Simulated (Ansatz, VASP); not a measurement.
**Two plane-wave programs on HgTe**

The input INCAR:

```
PREC = Accurate
ENCUT = 520
EDIFF = 1E-6
ISMEAR = 0
SIGMA = 0.15
LREAL = False
LASPH = True
NELM = 100
ALGO = Normal
ISIF = 2
LWAVE = False
LCHARG = True
GGA = PE
LELF = True
LVHAR = True
NBANDS = 16
```

KPOINTS

```
Automatic mesh
0
Gamma
  14 14 14
```

Contents of POSCAR:

```
HgTe
1.0
    0.0201468750      3.2235000000      3.2235000000
    3.2235000000      0.0201468750      3.2235000000
    3.2436468750      3.2436468750      0.0000000000
Hg Te
1 1
Direct
    0.0000000000      0.0000000000      0.0000000000
    0.7500000000      0.7500000000      0.7500000000
```

Input for Ansatz:

```yaml
crystal:
  lattice:
    - [0.020146875, 3.2235, 3.2235]
    - [3.2235, 0.020146875, 3.2235]
    - [3.243646875, 3.243646875, 0.0]
  atoms:
    - { symbol: Hg, position: [0.0, 0.0, 0.0] }
    - { symbol: Te, position: [0.75, 0.75, 0.75] }
basis:
  ecutwfc: 420
kpoints:
  mp_grid: { grid: [14, 14, 14] }
hamiltonian:
  xc: pbe
scf:
  occupations: { method: gaussian, width: 0.15 }
output:
  forces: true
  stress: true
  eigenvalues: true
```

Change from the starting cell: strain +0.0125 x Voigt [0, 0, 0, 0, 0, 1], atoms carried along.

Alike in both runs: task single point; functional PBE; k mesh 14 × 14 × 14; occupations gaussian, width 0.15 eV; no spin polarisation.

```csv
,VASP,Ansatz
version,VASP 6.6.1,Ansatz 0.2.0
potentials or method,"VASP PAW PBE potentials, release 64 (Hg, Te), cutoff 520 eV","scalar-relativistic, plane waves, PAW"
valence electrons in the cell,18,36
```

VASP gave:

| Property | Result |
| --- | --- |
| pressure (GPa) | 4.1 |
| traceless stress, the component that is largest in VASP (GPa) | -0.55 |
| rms of the force components (eV/Å) | 0.049 |

**Question.** What did Ansatz give for the same quantities?

**Answer.** Pressure (GPa): 4.1; traceless stress, the component that is largest in VASP (GPa): -0.55; rms of the force components (eV/Å): 0.048.

Atom by atom the forces differ by 0.001 eV/Å (rms over components). With one functional, cell and mesh, what is left measures potentials, basis and numerics. VASP's potentials hold 18 valence electrons a cell and Ansatz's 36, so a difference there can come from the potentials and not from the codes.

Spin-orbit coupling is off throughout.
